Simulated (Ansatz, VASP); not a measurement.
**IrRu2 in VASP and in Ansatz**

```
Ru Ir
1.0
     2.71516    0.00000    0.00000
    -1.35758    2.35140    0.00000
     0.00000    0.00000    6.62397
Ru Ir
2 1
Cartesian
  1.3576 0.7838 4.3857
  0.0000 1.5676 2.2383
  0.0000 0.0000 0.0000
```

Change from the starting cell: species swapped into the Ni2H type (P-3m1, No. 164).

Alike in both runs: task relaxation of cell and atoms; functional PBE; k mesh 18 × 18 × 8; occupations gaussian, width 0.1 eV; no spin polarisation.

|  | VASP | Ansatz |
| --- | --- | --- |
| version | VASP 6.6.1 | Ansatz 0.2.0 |
| potentials or method | VASP PAW PBE potentials, release 64 (Ru_pv, Ir), cutoff 600 eV | scalar-relativistic, plane waves, PAW |
| valence electrons in the cell | 37 | 49 |

Ansatz gave:

```
gap on the k mesh at the Fermi level, each at its own relaxed structure (eV) : none
relaxed volume (Å³/atom)                                                     : 14.04
relaxed length of the cell vector where the two differ most in proportion (Å)              : 6.641
```

Task: Which values does VASP return?

Result: gap on the k mesh at the Fermi level, each at its own relaxed structure (eV): none; relaxed volume (Å³/atom): 14.04; relaxed length of the cell vector where the two differ most in proportion (Å): 6.642.

A gap of «none» marks a metal or a gap that the smearing closes. VASP's potentials hold 37 valence electrons a cell and Ansatz's 49, so a difference there can come from the potentials and not from the codes.

Neither program's run includes spin-orbit coupling. Noted on VASP's run: too few bands were computed for a metal, which touches its energy and stress.
